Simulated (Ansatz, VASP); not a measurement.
# Two plane-wave programs on Si

INCAR

```
SYSTEM = Si
PREC = Accurate ; ENCUT = 520
EDIFF = 1E-8 ; ISMEAR = -1
SIGMA = 0.05 ; LREAL = .FALSE.
LASPH = .TRUE. ; NELM = 100
ALGO = Normal ; ISIF = 2
LWAVE = .FALSE. ; LCHARG = .FALSE.
GGA = CA ; LEFG = .TRUE.
NBANDS = 11
```

KPOINTS

```
regular mesh
0
G
  16 16 16
  0 0 0
```

File POSCAR:

```
Si
1.0
   -2.1963475000      2.3538600000      1.2767625000
    2.2345975000     -2.3156100000      1.2732375000
    2.2674025000      2.3831400000     -1.2057075000
Si
2
Direct
    0.8070000000      0.5570000000      0.2500000000
    0.1930000000      0.4430000000      0.7500000000
```

Input for Ansatz:

```yaml
crystal:
  lattice:
    - [-2.1963475, 2.35386, 1.2767625]
    - [2.2345975, -2.31561, 1.2732375]
    - [2.2674025, 2.38314, -1.2057075]
  atoms:
    - { symbol: Si, position: [0.807, 0.557, 0.25] }
    - { symbol: Si, position: [0.193, 0.443, 0.75] }
kpoints:
  mp_grid: { grid: [16, 16, 16] }
scf:
  occupations: { method: fermi_dirac, width: 0.05 }
hamiltonian:
  xc: lda
  pseudopotentials: { kind: paw }
output:
  forces: true
  stress: true
  eigenvalues: true
  efg: { contact_densities: true }
```

Change from the starting cell: equal xy, yz and zx shear strains of +3 %, PAW files.

Alike in both runs: task electric field gradients; functional LDA; k mesh 16 × 16 × 16; occupations fermi-dirac, width 0.05 eV; no spin polarisation.

```csv
,VASP,Ansatz
version,VASP 6.6.1,Ansatz 0.2.0
potentials or method,"VASP PAW LDA potentials, release 64 (Si)","PAW with Ansatz's default frozen-core files, scalar-relativistic"
plane-wave cutoff (eV),520,420
valence electrons in the cell,8,8
```

```tsv
	VASP	Ansatz	Ansatz less VASP
pressure (GPa)	11.0	10.8	-0.13
traceless stress, the component that is largest in VASP (GPa)	-2.19	-2.19	+0.003
rms of the force components (eV/Å)	0.054	0.054	-0.0006
size of Vzz on the site where it differs most (V/Å²)	26.8	26.2	-0.58
```

LDA's correlation is that of Perdew and Zunger in VASP and of Perdew and Wang (1992) in Ansatz. Atom by atom the forces differ by 0.001 eV/Å (rms over components).
